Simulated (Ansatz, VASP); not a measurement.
**GaN in VASP and in Ansatz**

```
Ga N
1.0
     3.21843    0.00000    0.00000
    -1.60921    2.78724    0.00000
     0.00000    0.00000    5.24308
Ga N
2 2
Direct
  0.33333 0.66667 0.99912
  0.66667 0.33333 0.49912
  0.33333 0.66667 0.37588
  0.66667 0.33333 0.87588
```

Alike in both runs: task single point; functional r2SCAN; k mesh 12 × 12 × 6; occupations gaussian, width 0.02 eV; no spin polarisation.

|  | VASP | Ansatz |
| --- | --- | --- |
| version | VASP 6.6.1 | Ansatz 0.2.0 |
| potentials or method | VASP PAW PBE potentials, release 64 (Ga_d, N), cutoff 520 eV | scalar-relativistic, plane waves, PAW |
| valence electrons in the cell | 36 | 36 |

```tsv
	VASP	Ansatz	Ansatz less VASP
gap on the k mesh at the Fermi level (eV)	2.11	2.12	+0.006
least direct gap on the mesh (eV)	2.11	2.12	+0.006
pressure (GPa)	-5.1	-6.1	-1.01
traceless stress, the component that is largest in VASP (GPa)	-0.06	-0.05	+0.010
```

VASP's potentials were made for PBE, not for r2SCAN.
